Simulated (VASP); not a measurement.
# Cr (Pm-3m) in VASP: further runs, part 2 of 2

VASP 6.6.1.

### Step 4. Single point, PBEsol, collinear spin, ferromagnetic start

This run uses another cell than the first one, of 12.26 Å³/atom, 1.136 times its volume.

INCAR

```
PREC = Accurate
ENCUT = 520
EDIFF = 1E-6
ISMEAR = -1
SIGMA = 0.05
LREAL = F
LASPH = T
NELM = 150
ALGO = Normal
ISIF = 2
LWAVE = F
LCHARG = F
ISPIN = 2
MAGMOM = 1.5
LORBIT = 11
LMAXMIX = 4
GGA = PS
NBANDS = 16
```

KPOINTS

```
regular mesh
0
Gamma
  15 15 15
```

POSCAR

```
Cr
1.0
    2.3057587454      0.0000000000      0.0000000000
    0.0000000000      2.3057587454      0.0000000000
    0.0000000000      0.0000000000      2.3057587454
Cr
1
Direct
    0.0000000000      0.0000000000      0.0000000000
```

The run is started by

```console
$ cat potpaw_PBE.64/Cr_pv/POTCAR > POTCAR
$ mpirun -np 1 vasp_std > vasp.out
```

Wall time 17 s (1 thread of Intel Xeon 6975P-C (Granite Rapids), shared host); peak memory 0.14 GiB.

Results (log left out):

* Free energy: -9.1770 eV
* Pressure: 0.5 GPa
* Band gap on the k mesh: zero (filled and empty bands overlap)
* Net moment: 0.00 μB per cell
* Valence electrons inside the program's atomic spheres: Cr 11.16

Levels at points of the mesh, in eV from the Fermi level:
Spin up:
```tsv
k point	band 3	band 4	band 5	band 6	band 7	band 8	band 9	band 10
(0.00, 0.00, 0.00)	-42.29	-7.51	-3.32	-3.32	2.63	2.63	2.63	7.57
```
Spin down:
```tsv
k point	band 3	band 4	band 5	band 6	band 7	band 8	band 9	band 10
(0.00, 0.00, 0.00)	-42.30	-7.51	-3.32	-3.32	2.62	2.62	2.62	7.57
```

Caveat: the starting moments collapsed, and a magnetic state may lie lower; the PAW data sets were made with another functional, which shifts forces and pressure a little.

### Step 5. Single point, PBEsol, collinear spin, ferromagnetic start (volume scaled by 1.04)

INCAR

```
ALGO = Normal
EDIFF = 1E-7
ENCUT = 520
GGA = PS
ISIF = 2
ISMEAR = -1
ISPIN = 2
LASPH = True
LCHARG = True
LELF = True
LMAXMIX = 4
LORBIT = 11
LREAL = False
LVHAR = True
LWAVE = False
MAGMOM = 1.5
NBANDS = 16
NELM = 150
PREC = Accurate
SIGMA = 0.05
```

KPOINTS

```
k-points
0
Gamma
  15 15 15
```

POSCAR

```
Cr
1.0
    2.3361011559      0.0000000000      0.0000000000
    0.0000000000      2.3361011559      0.0000000000
    0.0000000000      0.0000000000      2.3361011559
Cr
1
Direct
    0.0000000000      0.0000000000      0.0000000000
```

Potentials or basis: VASP PAW PBE potentials, release 64 (Cr_pv).

The run is started by

```console
$ cat potpaw_PBE.64/Cr_pv/POTCAR > POTCAR
$ mpirun -np 1 vasp_std > vasp.out
```

OUTCAR:

```text
EDIFF = 1E-7
   ENCUT = 520
   GGA = PS
   ISIF = 2
   ISMEAR = -1
   ISPIN = 2
   LASPH = True
   LORBIT = 11
   LREAL = False
   NELM = 150
   PREC = Accurate

 ion  position               nearest neighbor table
   1  0.000  0.000  0.000-

  LATTYP: Found a simple cubic cell.
 ALAT       =     2.3361011559

  Lattice vectors:

 A1 = (   2.3361011559,   0.0000000000,   0.0000000000)
 A2 = (   0.0000000000,   2.3361011559,   0.0000000000)
 A3 = (   0.0000000000,   0.0000000000,   2.3361011559)

Analysis of symmetry for initial positions (statically):
=====================================================================
 Subroutine PRICEL returns:
 Original cell was already a primitive cell.

 Routine SETGRP: Setting up the symmetry group for a
 simple cubic supercell.

 Subroutine GETGRP returns: Found 48 space group operations
 (whereof 48 operations were pure point group operations)
 out of a pool of 48 trial point group operations.

The static configuration has the point symmetry O_h .

Analysis of symmetry for dynamics (positions and initial velocities):
=====================================================================
 Subroutine PRICEL returns:
 Original cell was already a primitive cell.

 Routine SETGRP: Setting up the symmetry group for a
 simple cubic supercell.

 Subroutine GETGRP returns: Found 48 space group operations
 (whereof 48 operations were pure point group operations)
 out of a pool of 48 trial point group operations.

The dynamic configuration has the point symmetry O_h .

Analysis of structural, dynamic, and magnetic symmetry:
=====================================================================
 Subroutine PRICEL returns:
 Original cell was already a primitive cell.

 Routine SETGRP: Setting up the symmetry group for a
 simple cubic supercell.

 Subroutine GETGRP returns: Found 48 space group operations
 (whereof 48 operations were pure point group operations)
[... 128 lines left out ...]
   IVDW    =     0    specifies the selected vdW correction
   LEPSILON=     F    determine dielectric tensor
   LRPA    =     F    only Hartree local field effects (RPA)
 spin polarized calculation
  energy-cutoff  :      520.00
  volume of cell :       12.75
 maximum number of plane-waves:       354
 NGX is ok and might be reduce to    18
   NGX =  9   NGY =  9   NGZ =  9

 number of electron      11.9999999 magnetization      -0.0000633

 number of electron      11.9999999 magnetization       0.0001715

 Free energy of the ion-electron system (eV)
  ---------------------------------------------------
  ext. energy  EPLUGINS =         0.00000000
  ---------------------------------------------------
  free energy    TOTEN  =        -9.16685901 eV

  energy without entropy =       -9.14982898  energy(sigma->0) =       -9.15834400

 E-fermi :   9.5302     XC(G=0): -13.1397

 val. band max:        9.5286739763   @ k =   0.4000   0.2667   0.0667
 cond. band min:       9.5309747545   @ k =   0.4000   0.3333   0.2000
 fundamental gap:      0.0023007781
 Fermi energy:         9.5302436315

 spin component 1

 k-point     1 :       0.0000    0.0000    0.0000
  band No.  band energies     occupation
      1     -32.8138      1.00000
      2     -32.8138      1.00000
      3     -32.8138      1.00000
      4       2.1697      1.00000
      5       6.3793      1.00000
      6       6.3793      1.00000
[... 435 lines left out ...]
      5       7.3502      1.00000
      6       8.5903      1.00000
[... 8 lines left out ...]
     15      36.0387      0.00000
     16      42.5068      0.00000

 [... further k-points ...]

 spin component 2

 k-point     1 :       0.0000    0.0000    0.0000
  band No.  band energies     occupation
      1     -32.8136      1.00000
      2     -32.8136      1.00000
      3     -32.8136      1.00000
      4       2.1697      1.00000
      5       6.3794      1.00000
      6       6.3794      1.00000
[... 435 lines left out ...]
      5       7.3504      1.00000
      6       8.5904      1.00000
[... 8 lines left out ...]
     15      36.0387      0.00000
     16      42.5069      0.00000

 [... further k-points ...]
[... 5 lines left out ...]
  --------------------------------------------------------------------------------------
  -------------------------------------------------------------------------------------
  Total       -0.5598698     -0.5598698     -0.5598698      0.0000000     -0.0000000      0.0000000
  in kB      -70.3594930    -70.3594930    -70.3594930      0.0000000     -0.0000000      0.0000000
  external PRESSURE =     -70.3594930 kB  Pullay stress =       0.0000000 kB

 VOLUME and BASIS-vectors are now :
 -----------------------------------------------------------------------------
  energy-cutoff  :      520.00
  volume of cell :       12.75
      direct lattice vectors                 reciprocal lattice vectors
     2.336101156  0.000000000  0.000000000     0.428063655  0.000000000  0.000000000
     0.000000000  2.336101156  0.000000000     0.000000000  0.428063655  0.000000000
     0.000000000  0.000000000  2.336101156     0.000000000  0.000000000  0.428063655

 POSITION                                       TOTAL-FORCE (eV/Angst)
 -----------------------------------------------------------------------------------
      0.00000      0.00000      0.00000         0.000000      0.000000      0.000000
 -----------------------------------------------------------------------------------
    total drift:                                0.000000      0.000000      0.000000

  FREE ENERGIE OF THE ION-ELECTRON SYSTEM (eV)
  ---------------------------------------------------
  free  energy   TOTEN  =        -9.1668590069 eV

  energy  without entropy=       -9.1498289844  energy(sigma->0) =       -9.15834400

 total charge

# of ion       s       p       d       tot
------------------------------------------
    1        0.434   6.302   4.350  11.086

 magnetization (x)

# of ion       s       p       d       tot
------------------------------------------
    1        0.000   0.000   0.000   0.000
```

OSZICAR:

```text
N       E                     dE             d eps       ncg     rms          rms(c)
DAV:   1     0.831299575675E+02    0.83130E+02   -0.62410E+03  7888   0.835E+02
DAV:   2    -0.856474743006E+01   -0.91695E+02   -0.86862E+02  8064   0.243E+02
DAV:   3    -0.101376451656E+02   -0.15729E+01   -0.15708E+01  8920   0.358E+01
DAV:   4    -0.101437866144E+02   -0.61414E-02   -0.61413E-02  8432   0.222E+00
DAV:   5    -0.101438371177E+02   -0.50503E-04   -0.50503E-04  9000   0.181E-01    0.127E+01
DAV:   6    -0.917944001757E+01    0.96440E+00   -0.21591E+00  8496   0.224E+01    0.243E+00
DAV:   7    -0.917360905719E+01    0.58310E-02   -0.51068E-02  7968   0.247E+00    0.146E+00
DAV:   8    -0.916913575870E+01    0.44733E-02   -0.19437E-03  8672   0.494E-01    0.792E-01
DAV:   9    -0.916666862163E+01    0.24671E-02   -0.11780E-03  8336   0.353E-01    0.913E-02
DAV:  10    -0.916676873420E+01   -0.10011E-03   -0.11456E-04  8360   0.105E-01    0.470E-02
DAV:  11    -0.916679155444E+01   -0.22820E-04   -0.51803E-06  8792   0.193E-02    0.363E-02
DAV:  12    -0.916682680381E+01   -0.35249E-04   -0.72450E-06  8928   0.332E-02    0.195E-02
DAV:  13    -0.916684177677E+01   -0.14973E-04   -0.41923E-06  8472   0.151E-02    0.167E-02
DAV:  14    -0.916685609424E+01   -0.14317E-04   -0.73564E-06  8624   0.293E-02    0.588E-03
DAV:  15    -0.916685883116E+01   -0.27369E-05   -0.41664E-06  9000   0.188E-02    0.121E-03
DAV:  16    -0.916685898916E+01   -0.15801E-06   -0.37707E-07  7824   0.555E-03    0.657E-04
DAV:  17    -0.916685900687E+01   -0.17704E-07   -0.27670E-09  4192   0.650E-04
   1 F= -.91668590E+01 E0= -.91583440E+01  d E =-.170300E-01  mag=     0.0000
```

It took 20 s on 1 thread of Intel Xeon 6975P-C (Granite Rapids), shared host; peak memory 0.15 GiB.

Results:

```yaml
Free_energy: -9.1669 eV
Pressure: -7.0 GPa
Band_gap_on_the_k_mesh: zero (filled and empty bands overlap)
Net_moment: 0.00 μB per cell
Valence_electrons_inside_the_program's_atomic_spheres: Cr 11.09
```

Caveat: the cell differs from its parent crystal (volume scaled by 1.04); the starting moments collapsed, and a magnetic state may lie lower; the PAW data sets were made with another functional, which shifts forces and pressure a little.

### Step 6. Single point, PBEsol, collinear spin, ferromagnetic start (volume scaled by 1.12)

INCAR

```
SYSTEM = Cr
PREC     = Accurate       ! precision mode
ENCUT    = 520            ! plane-wave cutoff, eV
EDIFF    = 1E-7           ! SCF threshold, eV
ISMEAR   = -1             ! smearing method
SIGMA    = 0.05           ! smearing width, eV
LREAL    = .FALSE.        ! projectors in reciprocal space
LASPH    = .TRUE.         ! aspherical terms in the spheres
NELM     = 150            ! most SCF steps
ALGO     = Normal         ! electronic algorithm
ISIF     = 2              ! what is computed and relaxed
LWAVE    = .FALSE.        ! write WAVECAR
LCHARG   = .FALSE.        ! write CHGCAR
ISPIN    = 2              ! spin polarisation
MAGMOM   = 1.5            ! initial moments
LORBIT   = 11             ! projections on sites
LMAXMIX  = 4              ! l up to which the mixer works
GGA      = PS             ! functional
NBANDS   = 16             ! bands
```

KPOINTS

```
regular mesh
0
G
  15 15 15
  0 0 0
```

POSCAR

```
Cr
1.0
    2.3945277372      0.0000000000      0.0000000000
    0.0000000000      2.3945277372      0.0000000000
    0.0000000000      0.0000000000      2.3945277372
Cr
1
Direct
    0.0000000000      0.0000000000      0.0000000000
```

Potentials or basis: VASP PAW PBE potentials, release 64 (Cr_pv).

The run is started by

```console
$ cat potpaw_PBE.64/Cr_pv/POTCAR > POTCAR
$ mpirun -np 1 vasp_std > vasp.out
```

Wall time 21 s (1 thread of Intel Xeon 6975P-C (Granite Rapids), shared host); peak memory 0.15 GiB.

Results (log left out):

* Free energy: -9.0874 eV
* Pressure: -18.3 GPa
* Band gap on the k mesh: zero (filled and empty bands overlap)
* Net moment: 0.00 μB per cell
* Valence electrons inside the program's atomic spheres: Cr 10.95

Levels at points of the mesh, in eV from the Fermi level:
Spin up:
```csv
k point,band 3,band 4,band 5,band 6,band 7,band 8,band 9,band 10
"(0.00, 0.00, 0.00)",-42.43,-7.07,-2.85,-2.85,2.26,2.26,2.26,7.48
```
Spin down:
| k point | band 3 | band 4 | band 5 | band 6 | band 7 | band 8 | band 9 | band 10 |
| --- | --- | --- | --- | --- | --- | --- | --- | --- |
| (0.00, 0.00, 0.00) | -42.43 | -7.07 | -2.85 | -2.85 | 2.26 | 2.26 | 2.26 | 7.48 |

Caveat: the cell differs from its parent crystal (volume scaled by 1.12); the starting moments collapsed, and a magnetic state may lie lower; the PAW data sets were made with another functional, which shifts forces and pressure a little.
